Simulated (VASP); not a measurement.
Input of a VASP 6.6.1 run:

The input INCAR:

```
SYSTEM = Cu
PREC = Accurate ; ENCUT = 520
EDIFF = 1E-7 ; ISMEAR = -1
SIGMA = 0.08 ; LREAL = .FALSE.
LASPH = .TRUE. ; NELM = 100
ALGO = Normal ; ISIF = 2
LWAVE = .FALSE. ; LCHARG = .FALSE.
GGA = PS ; NBANDS = 12
```

The input KPOINTS:

```
regular mesh
0
G
  22 22 22
  0 0 0
```

The input POSCAR:

```
Cu
1.0
   -1.1967944760      1.1967944760      1.1967944760
    1.1967944760     -1.1967944760      1.1967944760
    1.1967944760      1.1967944760     -1.1967944760
Cu
1
Direct
    0.0000000000      0.0000000000      0.0000000000
```

Potentials or basis: VASP PAW PBE potentials, release 64 (Cu).

Command:

```sh
$ cat potpaw_PBE.64/Cu/POTCAR > POTCAR
$ mpirun -np 1 vasp_std > vasp.out
```

Predict the pressure.

292.6 GPa.

Caveat: the PAW data sets were made with another functional, which shifts forces and pressure a little.
